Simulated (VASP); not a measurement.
Set up this calculation in VASP 6.6.1, as the native input.

```yaml
Task: single point
Functional: PBE
Potentials_or_basis: VASP PAW PBE potentials, release 64 (V_sv, Ir, C, N)
Cutoff: 520 eV
k_mesh: 4 × 4 × 4
Occupations: gaussian, width 0.1 eV
Spin: collinear spin, ferrimagnetic start
Starting_moments: "[-2.0, 1.0, 0.0, 0.0, 0.0, 0.0, 0.0, 0.0, 0.0, 0.0] μB"
Dipole_correction: no
Further_INCAR_settings: ALGO = Normal; EDIFF = 1e-07; NBANDS = 44
```

The structure of VIrC4N4 lies in POSCAR:

```
VIrC4N4
1.0
    5.8826218900      0.0000000000      0.0000000000
    0.0000000000      5.8826218900      0.0000000000
    0.0000000000      0.0000000000      5.8826218900
V Ir C N
1 1 4 4
Direct
    0.0000000000      0.0000000000      0.0000000000
    0.5000000000      0.5000000000      0.5000000000
    0.1881440800      0.1881440800      0.1881440800
    0.1881440800      0.8118559200      0.8118559200
    0.8118559200      0.1881440800      0.8118559200
    0.8118559200      0.8118559200      0.1881440800
    0.3029738000      0.3029738000      0.3029738000
    0.3029738000      0.6970262000      0.6970262000
    0.6970262000      0.3029738000      0.6970262000
    0.6970262000      0.6970262000      0.3029738000
```

The input as run:

INCAR

```
PREC = Accurate ; ENCUT = 520
EDIFF = 1E-7 ; ISMEAR = 0
SIGMA = 0.1 ; LREAL = F
LASPH = T ; NELM = 150
ALGO = Normal ; ISIF = 2
LWAVE = F ; LCHARG = T
ISPIN = 2 ; MAGMOM = -2 1 0 0 0 0 0 0 0 0
LORBIT = 11 ; LMAXMIX = 4
GGA = PE ; LELF = T
LVHAR = T ; NBANDS = 44
```

KPOINTS

```
regular mesh
0
Gamma
  4 4 4
```

Potentials or basis: VASP PAW PBE potentials, release 64 (V_sv, Ir, C, N).

Launch:

```sh
$ cat potpaw_PBE.64/V_sv/POTCAR potpaw_PBE.64/Ir/POTCAR potpaw_PBE.64/C/POTCAR potpaw_PBE.64/N/POTCAR > POTCAR
$ mpirun -np 1 vasp_std > vasp.out
```

It gave:

```yaml
Pressure: 2.9 GPa
Largest_force: 2.815 eV/Å
Band_gap_on_the_k_mesh: zero (filled and empty bands overlap)
Net_moment: 0.00 μB per cell
Site_moments: V -1.19; Ir +1.09; C +0.06; N -0.03 μB
Valence_electrons_inside_the_program's_atomic_spheres: V 11.80; Ir 8.15; C 2.64; N 3.87
```

Caveat: spin-orbit coupling is left out, which moves the levels of the heavy elements; forces of over 1 eV/Å act on the atoms, so gaps and moduli don't describe the material at rest.

Run time: 2.4 min on 1 thread of AMD EPYC 9R45 96-Core Processor (Zen 5), with other jobs on the host, peak memory 0.46 GiB.
